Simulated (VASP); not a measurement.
## AlN: single point with PBEsol

Crystal: AlN.

```
Al N
1.0
     3.07036    0.00000    0.00000
    -1.53518    2.65901    0.00000
     0.00000    0.00000    4.89644
Al N
2 2
Direct
  0.33333 0.66667 0.99948
  0.66667 0.33333 0.49948
  0.33333 0.66667 0.38252
  0.66667 0.33333 0.88252
```

```
Program                : VASP 6.6.1
Task                   : single point
Functional             : PBEsol
Potentials or basis    : VASP PAW PBE potentials, release 64 (Al, N)
Cutoff                 : 520 eV
k mesh                 : 9 × 9 × 6
Occupations            : gaussian, width 0.01 eV
Spin                   : no spin polarisation
Dipole correction      : no
Further INCAR settings : ALGO = Normal; EDIFF = 1e-06; NBANDS = 16
```

* Pressure: 10.0 GPa
* Band gap on the k mesh: 4.49 eV

Levels at points of the mesh, in eV from the valence-band top:
```
           k point  band 6  band 7  band 8  band 9  band 10  band 11
(0.00, 0.00, 0.00)   -0.28   -0.28    0.00    4.49     6.89    10.86
(0.00, 0.00, 0.50)   -0.62   -0.62   -0.62    6.73     6.73    10.56
```

Wall time 13 s on 1 thread of Intel(R) Xeon(R) Platinum 8488C (Sapphire Rapids), on a shared host, peak memory 0.16 GiB.

Caveat: the cell stands under pressure; the PAW data sets were made with another functional, which shifts forces and pressure a little; an odd mesh through Γ misses points on the zone boundary, where band edges can lie.
